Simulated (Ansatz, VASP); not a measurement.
# One calculation of Li2S, two programs

Contents of INCAR:

```
PREC     = Accurate       # precision mode
ENCUT    = 750            # plane-wave cutoff, eV
EDIFF    = 1E-6           # SCF threshold, eV
ISMEAR   = -1             # smearing method
SIGMA    = 0.02           # smearing width, eV
LREAL    = False          # projectors in reciprocal space
LASPH    = True           # aspherical terms in the spheres
NELM     = 120            # most SCF steps
ALGO     = Normal         # electronic algorithm
ISIF     = 2              # what is computed and relaxed
LWAVE    = False          # write WAVECAR
LCHARG   = False          # write CHGCAR
GGA      = CA             # functional
NBANDS   = 13             # bands
GGA_COMPAT= False
```

KPOINTS

```
Automatic mesh
0
Gamma
  7 7 7
```

The input POSCAR:

```
Li2S
1.0
    0.0000000000      2.8825400000      2.8540000000
    2.8825400000      0.0000000000      2.8540000000
    2.8825400000      2.8825400000      0.0000000000
Li S
2 1
Direct
    0.2500000000      0.2500000000      0.2500000000
    0.7500000000      0.7500000000      0.7500000000
    0.0000000000      0.0000000000      0.0000000000
```

Input for Ansatz:

```yaml
crystal:
  lattice:
    - [0.0, 2.88254, 2.854]
    - [2.88254, 0.0, 2.854]
    - [2.88254, 2.88254, 0.0]
  atoms:
    - { symbol: Li, position: [0.25, 0.25, 0.25] }
    - { symbol: Li, position: [0.75, 0.75, 0.75] }
    - { symbol: S, position: [0.0, 0.0, 0.0] }
kpoints:
  mp_grid: { grid: [7, 7, 7] }
  band_path:
    path:
      - [0.0, 0.0, 0.0]
      - [0.0, 0.5, 0.5]
      - [0.25, 0.75, 0.5]
      - [0.0, 0.5, 0.0]
      - [0.0, 0.0, 0.0]
      - [0.5, 0.5, 0.0]
      - [0.3775125, 0.6224875, 0.0]
      - [-0.3775125, 0.3775125, 0.0]
      - [0.0, 0.0, 0.0]
    npoints: 5
scf:
  occupations: { method: fermi_dirac, width: 0.02 }
hamiltonian:
  xc: lda
  pseudopotentials: { kind: all_electron, lapw: { basis_error: 0.001 } }
output:
  forces: true
  stress: true
  eigenvalues: true
```

Change from the starting cell: equal xx and yy strain of +1 %.

Alike in both runs: task single point; functional LDA; k mesh 7 × 7 × 7; occupations fermi-dirac, width 0.02 eV; no spin polarisation.

```csv
,VASP,Ansatz
version,VASP 6.6.1,Ansatz 0.2.0
potentials or method,"VASP PAW LDA potentials, release 64 (Li_sv, S), cutoff 750 eV","all-electron LAPW, scalar-relativistic"
```

```tsv
	VASP	Ansatz	Ansatz less VASP
gap on the k mesh at the Fermi level (eV)	3.29	3.29	-0.001
pressure (GPa)	-3.7	-3.6	+0.10
traceless stress, the component that is largest in VASP (GPa)	0.43	0.43	+0.001
```

LDA's correlation is that of Perdew and Zunger in VASP and of Perdew and Wang (1992) in Ansatz. Ansatz ran all-electron here, and VASP with PAW potentials.
